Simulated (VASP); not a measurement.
KTaO3, 5 atoms in the cell. Symmetry: P4mm, No. 99, tetragonal system. Conventional cell: a = 3.988 Å, b = 3.988 Å, c = 3.988 Å, α = 90.00°, β = 90.00°, γ = 90.00°. Within 3.7 Å of K (site symmetry 4mm) lie 12 O at 2.82 Å and 8 Ta at 3.33 to 3.59 Å. Within 2.3 Å of Ta (site symmetry 4mm) lie 6 O at 1.77 to 2.22 Å. O (site symmetry 4mm) has 2 Ta at 1.77 to 2.22 Å within 2.3 Å. O (site symmetry 2mm) has 2 Ta at 2.01 Å within 2.7 Å.  This cell differs from its parent crystal: all Ta atoms moved +0.225 Å, as atom 2 towards its neighbour atom 3 (O) at 1.994 Å.

| Quantity | Value |
| --- | --- |
| Program | VASP 6.6.1 |
| Task | single point |
| Functional | r2SCAN |
| Potentials or basis | VASP PAW PBE potentials, release 64 (K_sv, Ta_pv, O) |
| Cutoff | 520 eV |
| k mesh | 6 × 6 × 6 |
| Occupations | gaussian, width 0.05 eV |
| Spin | no spin polarisation |
| Dipole correction | no |
| Further INCAR settings | ALGO = Normal; EDIFF = 1e-07; NBANDS = 27 |

Potentials or basis: VASP PAW PBE potentials, release 64 (K_sv, Ta_pv, O).

Launch:

```bash
$ cat potpaw_PBE.64/K_sv/POTCAR potpaw_PBE.64/Ta_pv/POTCAR potpaw_PBE.64/O/POTCAR > POTCAR
$ cp INCAR.step1 INCAR
$ mpirun -np 1 vasp_std > vasp.out
$ cp INCAR.step2 INCAR
$ mpirun -np 1 vasp_std > vasp.out
```

Hardware: 1 thread of AMD EPYC 9R45 96-Core Processor (Zen 5) (shared host).

Q: Estimate the wall time of this run.

A: It took 2.1 min on 1 thread of AMD EPYC 9R45 96-Core Processor (Zen 5), with other jobs on the host, peak memory 0.18 GiB. Counts: k points 40.
